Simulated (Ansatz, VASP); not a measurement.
Two plane-wave programs on Ga2BSb3

Contents of INCAR:

```
ALGO     = Normal         # electronic algorithm
EDIFF    = 1E-7           # SCF threshold, eV
ENCUT    = 520            # plane-wave cutoff, eV
GGA      = PE             # functional
ISIF     = 2              # what is computed and relaxed
ISMEAR   = 0              # smearing method
LASPH    = True           # aspherical terms in the spheres
LCHARG   = False          # write CHGCAR
LREAL    = False          # projectors in reciprocal space
LWAVE    = False          # write WAVECAR
NBANDS   = 31             # bands
NELM     = 60             # most SCF steps
PREC     = Accurate       # precision mode
SIGMA    = 0.1            # smearing width, eV
```

File KPOINTS:

```
k-points
0
Gamma
  6 6 2
```

File POSCAR:

```
Ga2BSb3
1.0
    4.4762345000      0.0000000000      0.0000000000
   -2.2381172500      3.8765327900      0.0000000000
    0.0000000000      0.0000000000      9.0348590700
Ga B Sb
2 1 3
Direct
    0.6666666700      0.3333333300      0.2494100000
    0.6666666700      0.3333333300      0.7505900000
    0.0000000000      0.0000000000      0.0000000000
    0.0000000000      0.0000000000      0.5000000000
    0.3333333300      0.6666666700      0.0000000000
    0.3333333300      0.6666666700      0.5000000000
```

Input for Ansatz:

```yaml
crystal:
  lattice:
    - [4.4762345, 0.0, 0.0]
    - [-2.23811725, 3.87653279, 0.0]
    - [0.0, 0.0, 9.03485907]
  atoms:
    - { symbol: Ga, position: [0.66666667, 0.33333333, 0.24941] }
    - { symbol: Ga, position: [0.66666667, 0.33333333, 0.75059] }
    - { symbol: B, position: [0.0, 0.0, 0.0] }
    - { symbol: Sb, position: [0.0, 0.0, 0.5] }
    - { symbol: Sb, position: [0.33333333, 0.66666667, 0.0] }
    - { symbol: Sb, position: [0.33333333, 0.66666667, 0.5] }
basis:
  ecutwfc: 420
kpoints:
  mp_grid: { grid: [6, 6, 2] }
hamiltonian:
  xc: pbe
scf:
  occupations: { method: gaussian, width: 0.1 }
  lower_state_search: "off"
output:
  forces: true
  stress: true
  eigenvalues: true
```

Change from the starting cell: species swapped into the La2Al3Ge type (P-6m2, No. 187).

Alike in both runs: task single point; functional PBE; k mesh 6 × 6 × 2; occupations gaussian, width 0.1 eV; no spin polarisation.

|  | VASP | Ansatz |
| --- | --- | --- |
| version | VASP 6.6.1 | Ansatz 0.2.0 |
| potentials or method | VASP PAW PBE potentials, release 64 (Ga_d, B, Sb), cutoff 520 eV | scalar-relativistic, plane waves, PAW |
| valence electrons in the cell | 44 | 74 |

VASP gave:

| Property | Result |
| --- | --- |
| gap on the k mesh at the Fermi level (eV) | none |
| pressure (GPa) | 5.3 |
| traceless stress, the component that is largest in VASP (GPa) | -7.31 |
| rms of the force components (eV/Å) | 0.074 |

Estimate Ansatz's values.

gap on the k mesh at the Fermi level (eV): none; pressure (GPa): 5.2; traceless stress, the component that is largest in VASP (GPa): -7.13; rms of the force components (eV/Å): 0.073.

Atom by atom the forces differ by 0.000 eV/Å (rms over components). A gap of «none» marks a metal or a gap that the smearing closes. VASP's potentials hold 44 valence electrons a cell and Ansatz's 74, so a difference there can come from the potentials and not from the codes.

Spin-orbit coupling is off throughout.
